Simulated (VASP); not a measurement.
# MnO2 (P4_2/mnm) in VASP: notebook, part 2 of 2

VASP 6.6.1. Earlier steps stand in the parts before.

### 3 Single point, PBE+U, collinear spin, antiferromagnetic start

The input, INCAR:

```
PREC = Accurate
ENCUT = 700
EDIFF = 1E-6
ISMEAR = 0
SIGMA = 0.1
LREAL = F
LASPH = T
NELM = 200
ALGO = Normal
ISIF = 2
LWAVE = F
LCHARG = F
ISPIN = 2
MAGMOM = 4.5 -4.5 0 0 0 0
LORBIT = 11
LMAXMIX = 4
LDAU = T
LDAUTYPE = 2
LDAUL = 2 -1
LDAUU = 6.3 0
LDAUJ = 0 0
LDAUPRINT = 1
GGA = PE
NBANDS = 40
GGA_COMPAT = F
```

The input, KPOINTS:

```
regular mesh
0
Gamma
  5 5 7
```

The input, POSCAR:

```
MnO2
1.0
    4.3983000000      0.0000000000      0.0000000000
    0.0000000000      4.3983000000      0.0000000000
    0.0000000000      0.0000000000      2.8730000000
Mn O
2 4
Direct
    0.0000000000      0.0000000000      0.0000000000
    0.5000000000      0.5000000000      0.5000000000
    0.3051500000      0.3051500000      0.0000000000
    0.1948500000      0.8051500000      0.5000000000
    0.6948500000      0.6948500000      0.0000000000
    0.8051500000      0.1948500000      0.5000000000
```

Potentials or basis: VASP PAW PBE potentials, release 64 (Mn_sv, O).

On the command line:

```console
> cat potpaw_PBE.64/Mn_sv/POTCAR potpaw_PBE.64/O/POTCAR > POTCAR
> mpirun -np 1 vasp_std > vasp.out
```

OUTCAR:

```text
PREC = Accurate
   ENCUT = 700
   EDIFF = 1E-6
   ISMEAR = 0
   LREAL = F
   LASPH = T
   NELM = 200
   ISIF = 2
   ISPIN = 2
   LORBIT = 11
   GGA = PE

 ion  position               nearest neighbor table
   1  0.000  0.000  0.000-   4 1.88   6 1.88   4 1.88   6 1.88   5 1.90   3 1.90
   2  0.500  0.500  0.500-   3 1.88   5 1.88   3 1.88   5 1.88   4 1.90   6 1.90
   3  0.305  0.305  0.000-   2 1.88   2 1.88   1 1.90
   4  0.195  0.805  0.500-   1 1.88   1 1.88   2 1.90
   5  0.695  0.695  0.000-   2 1.88   2 1.88   1 1.90
   6  0.805  0.195  0.500-   1 1.88   1 1.88   2 1.90

  LATTYP: Found a simple tetragonal cell.
 ALAT       =     4.3983000000
 C/A-ratio  =     0.6532069209

  Lattice vectors:

 A1 = (   4.3983000000,   0.0000000000,   0.0000000000)
 A2 = (   0.0000000000,   4.3983000000,   0.0000000000)
[... 2306 lines left out ...]
  --------------------------------------------------------------------------------------
  -------------------------------------------------------------------------------------
  Total        3.1336148      3.1336148      5.0028059      0.0000000      0.0000000      0.0000000
  in kB       90.3339223     90.3339223    144.2178152      0.0000000      0.0000000      0.0000000
  external PRESSURE =     108.2952200 kB  Pullay stress =       0.0000000 kB

 VOLUME and BASIS-vectors are now :
 -----------------------------------------------------------------------------
  energy-cutoff  :      700.00
  volume of cell :       55.58
      direct lattice vectors                 reciprocal lattice vectors
     4.398300000  0.000000000  0.000000000     0.227360571  0.000000000  0.000000000
     0.000000000  4.398300000  0.000000000     0.000000000  0.227360571  0.000000000
     0.000000000  0.000000000  2.873000000     0.000000000  0.000000000  0.348068221

 POSITION                                       TOTAL-FORCE (eV/Angst)
 -----------------------------------------------------------------------------------
      0.00000      0.00000      0.00000         0.000000      0.000000      0.000000
      2.19915      2.19915      1.43650         0.000000      0.000000      0.000000
      1.34214      1.34214      0.00000        -0.081222     -0.081222     -0.000000
      0.85701      3.54129      1.43650         0.081222     -0.081222      0.000000
      3.05616      3.05616      0.00000         0.081222      0.081222      0.000000
      3.54129      0.85701      1.43650        -0.081222      0.081222      0.000000
 -----------------------------------------------------------------------------------
    total drift:                                0.000000      0.000000     -0.000000

  FREE ENERGIE OF THE ION-ELECTRON SYSTEM (eV)
  ---------------------------------------------------
  free  energy   TOTEN  =       -39.8229040305 eV

  energy  without entropy=      -39.8228999777  energy(sigma->0) =      -39.82290200

 total charge

# of ion       s       p       d       tot
------------------------------------------
    1        2.211   6.121   4.351  12.683
    2        2.211   6.121   4.351  12.683
    3        1.562   3.510   0.000   5.072
    4        1.562   3.510   0.000   5.072
    5        1.562   3.510   0.000   5.072
    6        1.562   3.510   0.000   5.072
--------------------------------------------------
tot         10.671  26.283   8.703  45.656

 magnetization (x)

# of ion       s       p       d       tot
------------------------------------------
    1        0.015   0.016   3.000   3.031
    2       -0.015  -0.016  -3.000  -3.031
    3       -0.001   0.003   0.000   0.002
    4        0.001  -0.003   0.000  -0.002
    5       -0.001   0.003   0.000   0.002
    6        0.001  -0.003   0.000  -0.002
--------------------------------------------------
tot          0.000   0.000   0.000   0.000
```

OSZICAR:

```text
N       E                     dE             d eps       ncg     rms          rms(c)
DAV:   1     0.108076279542E+04    0.10808E+04   -0.33624E+04  3992   0.294E+03
DAV:   2     0.680646229376E+02   -0.10127E+04   -0.96544E+03  3928   0.721E+02
DAV:   3    -0.417019282714E+02   -0.10977E+03   -0.10641E+03  4936   0.268E+02
DAV:   4    -0.502631323245E+02   -0.85612E+01   -0.84919E+01  7072   0.695E+01
DAV:   5    -0.512412681670E+02   -0.97814E+00   -0.97674E+00  6056   0.174E+01    0.433E+01
DAV:   6    -0.412126981145E+02    0.10029E+02   -0.69822E+01  5744   0.132E+02    0.537E+01
DAV:   7    -0.398503705950E+02    0.13623E+01   -0.25287E+01  5280   0.841E+01    0.178E+01
DAV:   8    -0.397275019292E+02    0.12287E+00   -0.20961E+00  5912   0.198E+01    0.996E+00
DAV:   9    -0.398637019644E+02   -0.13620E+00   -0.58605E-01  7112   0.103E+01    0.657E+00
DAV:  10    -0.398114903517E+02    0.52212E-01   -0.26920E-01  5896   0.868E+00    0.193E+00
DAV:  11    -0.398207052522E+02   -0.92149E-02   -0.16888E-02  5496   0.137E+00    0.688E-01
DAV:  12    -0.398221727752E+02   -0.14675E-02   -0.33463E-03  6168   0.454E-01    0.354E-01
DAV:  13    -0.398227608940E+02   -0.58812E-03   -0.12533E-03  5616   0.405E-01    0.133E-01
DAV:  14    -0.398228868651E+02   -0.12597E-03   -0.28386E-04  5104   0.194E-01    0.793E-02
DAV:  15    -0.398228991242E+02   -0.12259E-04   -0.61189E-05  6392   0.970E-02    0.228E-02
DAV:  16    -0.398229040262E+02   -0.49020E-05   -0.13286E-05  6952   0.521E-02    0.206E-02
DAV:  17    -0.398229040305E+02   -0.42992E-08   -0.14534E-06  3344   0.185E-02
   1 F= -.39822904E+02 E0= -.39822902E+02  d E =-.405288E-05  mag=    -0.0000
```

Run time: 5.7 min. Hardware: 1 thread of AMD EPYC 7R43 (Zen 3), shared host; peak memory 0.27 GiB.

Results:

```
Free energy                                           : -39.8229 eV
Pressure                                              : 10.8 GPa
Largest force                                         : 0.115 eV/Å
Band gap on the k mesh                                : 0.45 eV
Net moment                                            : 0.00 μB per cell
Site moments                                          : Mn +3.03, -3.03; O +0.00, -0.00 (each value once) μB
Valence electrons inside the program's atomic spheres : Mn 12.68; O 5.07
```

Forces in eV/Å, atoms in the order of the input:
```
Mn   0.000  0.000  0.000
Mn   0.000  0.000  0.000
O   -0.081 -0.081  0.000
O    0.081 -0.081  0.000
O    0.081  0.081  0.000
O   -0.081  0.081  0.000
```

Stress tensor (GPa, compression positive):
```
 9.03  0.00  0.00
 0.00  9.03  0.00
 0.00  0.00 14.42
```

Levels at points of the mesh, in eV from the valence-band top:
Spin up:
| k point | band 24 | band 25 | band 26 | band 27 | band 28 | band 29 | band 30 | band 31 |
| --- | --- | --- | --- | --- | --- | --- | --- | --- |
| (0.00, 0.00, 0.00) | -1.29 | -0.68 | -0.64 | 0.00 | 0.45 | 1.75 | 2.75 | 3.87 |
Spin down:
```
           k point  band 23  band 24  band 25  band 26  band 27  band 28  band 29  band 30  band 31  band 32
(0.00, 0.00, 0.00)    -3.15    -1.29    -0.68    -0.64     0.00     0.45     1.75     2.75     3.87     4.07
```

Eigenvalues of the final occupation matrices:
```csv
site,spin,trace,eigenvalues
site 1 d,1,3.69,0.42 0.43 0.94 0.95 0.95
site 1 d,2,0.68,0.04 0.08 0.09 0.23 0.25
site 2 d,1,0.68,0.04 0.08 0.09 0.23 0.25
site 2 d,2,3.69,0.42 0.43 0.94 0.95 0.95
```

Caveat: the stress differs along the axes, from 9 to 14 GPa. The state reached can hang on the start; a lower one may exist.
